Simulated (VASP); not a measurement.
A run of VASP 6.6.1:

File INCAR:

```
SYSTEM = HfN
PREC = Accurate
ENCUT = 600
EDIFF = 1E-7
ISMEAR = 1
SIGMA = 0.1
LREAL = .False.
LASPH = .True.
NELM = 60
ALGO = Normal
ISIF = 3
LWAVE = .False.
LCHARG = .False.
GGA = PS
IBRION = 2
NSW = 60
EDIFFG = -0.02
PSTRESS = 200.0
```

KPOINTS

```
Automatic mesh
0
Gamma
  9 9 9
  0 0 0
```

Contents of POSCAR:

```
HfN
1.0
    0.0000000000      2.2560000000      2.2560000000
    2.2560000000      0.0000000000      2.2560000000
    2.2560000000      2.2560000000      0.0000000000
Hf N
1 1
Direct
    0.0000000000      0.0000000000      0.0000000000
    0.5000000000      0.5000000000      0.5000000000
```

Potentials or basis: VASP PAW PBE potentials, release 64 (Hf_pv, N).

Launch:

```bash
$ cat potpaw_PBE.64/Hf_pv/POTCAR potpaw_PBE.64/N/POTCAR > POTCAR
$ mpirun -np 1 vasp_std > vasp.out
```

Hardware: 1 thread of AMD EPYC 7R43 64-Core Processor (Zen 3), on a shared host.

Question: Estimate the wall time of this run.

Answer: Run time: 76 s on 1 thread of AMD EPYC 7R43 64-Core Processor (Zen 3) (shared host), peak memory 0.14 GiB. Counts: scf iterations 46, k points 35, ion steps 5.
